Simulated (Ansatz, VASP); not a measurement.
C: VASP beside Ansatz

```
C
1.0
     2.45546    0.00000    0.00000
    -1.22773    2.12650    0.00000
     0.00000    0.00000    6.73037
C
4
Cartesian
  0.0000 0.0000 5.0478
  0.0000 0.0000 1.6826
  0.0000 1.4177 5.0478
  1.2277 0.7088 1.6826
```

Alike in both runs: functional r2SCAN; dispersion D3(BJ); k mesh 21 × 21 × 6; occupations fermi-dirac, width 0.15 eV; no spin polarisation.

Ansatz relaxed the structure, and its values are those at the end. VASP's run is a single point on that final structure, the one shown.

|  | VASP | Ansatz |
| --- | --- | --- |
| version | VASP 6.6.1 | Ansatz 0.2.0 |
| potentials or method | VASP PAW PBE potentials, release 64 (C), cutoff 520 eV | scalar-relativistic, plane waves, PAW |
| valence electrons in the cell | 16 | 16 |

```tsv
	VASP	Ansatz	Ansatz less VASP
gap on the k mesh at the Fermi level (eV)	none	none	-
pressure (GPa)	0.7	0.0	-0.67
```

VASP's potentials were made for PBE, not for r2SCAN. A gap of «none» marks a metal or a gap that the smearing closes. Ansatz's warnings: dispersion damping borrowed.
